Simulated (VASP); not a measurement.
Write the native input for VASP 6.6.1 that does the following.

```yaml
Task: single point
Functional: PBE
Potentials_or_basis: VASP PAW PBE potentials, release 64 (Pd)
Cutoff: 520 eV
k_mesh: 18 × 18 × 18
Occupations: fermi-dirac, width 0.05 eV
Spin: no spin polarisation
Dipole_correction: no
Further_INCAR_settings: ALGO = Normal; EDIFF = 1e-06; NBANDS = 11
```

The structure of Pd lies in POSCAR:

```
Pd
1.0
   -0.0583470000      1.9157265000      1.9157265000
    1.9157265000     -0.0583470000      1.9157265000
    1.9157265000      1.9157265000     -0.0583470000
Pd
1
Direct
    0.0000000000      0.0000000000      0.0000000000
```

This cell differs from its parent crystal: equal xy, yz and zx shear strains of -3 %.

These files were run (other wordings do the same):

INCAR

```
  PREC = Accurate
  ENCUT = 520
  EDIFF = 1E-6
  ISMEAR = -1
  SIGMA = 0.05
  LREAL = F
  LASPH = T
  NELM = 100
  ALGO = Normal
  ISIF = 2
  LWAVE = F
  LCHARG = F
  GGA = PE
  NBANDS = 11
```

KPOINTS

```
regular mesh
0
Gamma
  18 18 18
```

Potentials or basis: VASP PAW PBE potentials, release 64 (Pd).

Launch:

```console
$ cat potpaw_PBE.64/Pd/POTCAR > POTCAR
$ mpirun -np 1 vasp_std > vasp.out
```

Results of the run:

The pressure is 7.8 GPa and the band gap on the k mesh is zero (bands 5 and 6 overlap by 1.75 eV).

Caveat: the cell differs from its parent crystal (equal xy, yz and zx shear strains of -3 %); the cell stands under pressure.

It took 2.2 min on 1 thread of Intel Xeon 8259CL, with other jobs on the host, peak memory 0.2 GiB.
